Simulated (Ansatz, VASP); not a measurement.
**Sb3O in VASP and in Ansatz**

```xyz
4
Lattice="-2.0815 2.0815 5.1500 2.0815 -2.0815 5.1500 2.0815 2.0815 -5.1500" Properties=species:S:1:pos:R:3 pbc="T T T"
Sb    0.0000    0.0000    5.1500
Sb    2.0815    0.0000    2.5750
Sb    0.0000    2.0815    2.5750
O     0.0000    0.0000    0.0000
```

Alike in both runs: functional PBE; k mesh 16 × 16 × 16; occupations gaussian, width 0.1 eV; no spin polarisation.

Ansatz relaxed the structure, and its values are those at the end. VASP's run is a single point on that final structure, the one shown.

|  | VASP | Ansatz |
| --- | --- | --- |
| version | VASP 6.6.1 | Ansatz 0.2.0 |
| potentials or method | VASP PAW PBE potentials, release 64 (Sb, O), cutoff 520 eV | scalar-relativistic, plane waves, PAW |
| valence electrons in the cell | 21 | 51 |

|  | VASP | Ansatz | Ansatz less VASP |
| --- | --- | --- | --- |
| gap on the k mesh at the Fermi level (eV) | none | none | - |
| pressure (GPa) | -0.1 | 0.0 | +0.14 |

A gap of «none» marks a metal or a gap that the smearing closes. The functional is the same, so the differences come from potentials, cutoffs and numerics. VASP's potentials hold 21 valence electrons a cell and Ansatz's 51, so a difference there can come from the potentials and not from the codes.

Spin-orbit coupling is off throughout.
